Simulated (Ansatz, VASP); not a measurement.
SnSe: VASP beside Ansatz

```xyz
2
Lattice="3.4127 0.0000 0.0000 0.0000 3.4127 0.0000 0.0000 0.0000 3.4127" Properties=species:S:1:pos:R:3 pbc="T T T"
Se    0.0000    0.0000    0.0000
Sn    1.7064    1.7064    1.7064
```

Alike in both runs: task single point; functional PBE; dispersion D3(BJ); k mesh 10 × 10 × 10; occupations gaussian, width 0.05 eV; no spin polarisation.

|  | VASP | Ansatz |
| --- | --- | --- |
| version | VASP 6.6.1 | Ansatz 0.2.0 |
| potentials or method | VASP PAW PBE potentials, release 64 (Se, Sn_d), cutoff 520 eV | scalar-relativistic, plane waves, PAW |
| valence electrons in the cell | 20 | 30 |

Ansatz gave:

* gap on the k mesh at the Fermi level (eV): none
* pressure (GPa): 14.3

Task: Estimate VASP's values.

Result: gap on the k mesh at the Fermi level (eV): none; pressure (GPa): 14.4.

A gap of «none» marks a metal or a gap that the smearing closes. VASP's potentials hold 20 valence electrons a cell and Ansatz's 30, so a difference there can come from the potentials and not from the codes.
